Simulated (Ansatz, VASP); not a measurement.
**Si2W in VASP and in Ansatz**

```
CELL_PARAMETERS angstrom
2.81694 -4.01973 0.00000
2.81694 4.01973 0.00000
0.00000 0.00000 2.64676
ATOMIC_POSITIONS crystal
Si 0.00000 0.50000 0.00000
Si 0.50000 0.00000 0.00000
W 0.00000 0.00000 0.00000
```

Alike in both runs: functional PBE; k mesh 4 × 4 × 6; occupations gaussian, width 0.1 eV; no spin polarisation.

Ansatz relaxed the structure, and its values are those at the end. VASP's run is a single point on that final structure, the one shown.

|  | VASP | Ansatz |
| --- | --- | --- |
| version | VASP 6.6.1 | Ansatz 0.2.0 |
| potentials or method | VASP PAW PBE potentials, release 64 (Si, W_sv), cutoff 520 eV | scalar-relativistic, plane waves, PAW |
| valence electrons in the cell | 22 | 22 |

```tsv
	VASP	Ansatz	Ansatz less VASP
gap on the k mesh at the Fermi level (eV)	none	none	-
pressure (GPa)	0.1	0.1	-0.05
```

A gap of «none» marks a metal or a gap that the smearing closes.

The k mesh is coarse, so the values compare programs but aren't converged. Neither program's run includes spin-orbit coupling.
